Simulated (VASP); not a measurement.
**SnSe: relaxation of cell and atoms with LDA**

SnSe:

```
CELL_PARAMETERS angstrom
0.00000 2.94626 2.94626
2.94626 0.00000 2.94626
2.94626 2.94626 0.00000
ATOMIC_POSITIONS crystal
Sn 0.00000 0.00000 0.00000
Se 0.50000 0.50000 0.50000
```

```
Program                : VASP 6.6.1
Task                   : relaxation of cell and atoms
Functional             : LDA
Potentials or basis    : VASP PAW LDA potentials, release 64 (Sn_d, Se)
Cutoff                 : 600 eV
k mesh                 : 8 × 8 × 8
Occupations            : gaussian, width 0.01 eV
Spin                   : no spin polarisation
Target pressure        : 3 GPa
Dipole correction      : no
Further INCAR settings : ALGO = Normal; EDIFF = 1e-06; IBRION = 2; EDIFFG = -0.001; NSW = 80; ISIF = 3
```

```
Relaxed volume                                             : 24.50 Å³/atom
Relaxed cell                                               : a = 4.108 Å, b = 4.108 Å, c = 4.108 Å, α = 60.00°, β = 60.00°, γ = 60.00°
Space group after relaxing (to 0.1 Å)                      : Fm-3m (No. 225)
Energy change on relaxing (the run minimises the enthalpy) : +10.2 meV/atom
Ionic steps                                                : 20
Pressure after relaxing                                    : 3.0 GPa
Band gap on the k mesh                                     : 0.70 eV (least direct gap 0.89 eV)
```

The path:
```csv
step,energy change (eV),largest force (eV/Å),pressure (GPa),volume (Å³)
1,0.0000,0.0000,0.17,51.15
2,0.0477,0.0000,4.82,47.88
3,0.0203,0.0000,3.04,49.01
4,0.0195,0.0000,2.94,49.05
5,0.0196,0.0000,2.93,49.05
6,0.0196,0.0000,2.92,49.05
7,0.0196,0.0000,2.95,49.05
8,0.0196,0.0000,2.95,49.05
9,0.0196,0.0000,2.95,49.05
10,0.0196,0.0000,2.95,49.05
11,0.0196,0.0000,2.95,49.05
12,0.0197,0.0000,2.95,49.05
13,0.0197,0.0000,2.95,49.05
14,0.0197,0.0000,2.94,49.04
15,0.0198,0.0000,2.98,49.04
16,0.0200,0.0000,2.98,49.03
17,0.0204,0.0000,3.01,49.01
18,0.0203,0.0000,2.99,49.01
19,0.0203,0.0000,2.97,49.01
20,0.0204,0.0000,2.99,49.01
```

Final structure:
```xyz
2
Lattice="0.0000 2.9046 2.9046 2.9046 0.0000 2.9046 2.9046 2.9046 0.0000" Properties=species:S:1:pos:R:3 pbc="T T T"
Sn    0.0000    0.0000    0.0000
Se    2.9046    2.9046    2.9046
```

Levels at points of the mesh, in eV from the valence-band top:
| k point | band 6 | band 7 | band 8 | band 9 | band 10 | band 11 | band 12 | band 13 | band 14 |
| --- | --- | --- | --- | --- | --- | --- | --- | --- | --- |
| (0.00, 0.00, 0.00) | -14.62 | -4.78 | -2.46 | -2.46 | -2.46 | 4.65 | 4.65 | 4.65 | 5.76 |
| (0.50, 0.00, 0.00) | -13.43 | -8.67 | -2.17 | -2.17 | -0.15 | 0.98 | 1.13 | 1.13 | 8.49 |
| (0.50, 0.50, 0.00) | -13.03 | -6.22 | -6.12 | -4.13 | -4.13 | 2.64 | 5.90 | 5.90 | 6.61 |

It took 54 s on 1 thread of Intel(R) Xeon(R) 6975P-C (Granite Rapids), with other jobs on the host, peak memory 0.19 GiB.

Caveat: the cell is relaxed towards a set pressure, so the run minimises the enthalpy, not the energy; spin-orbit coupling is left out, which moves the levels of the heavy elements. A k mesh can miss the band edges.
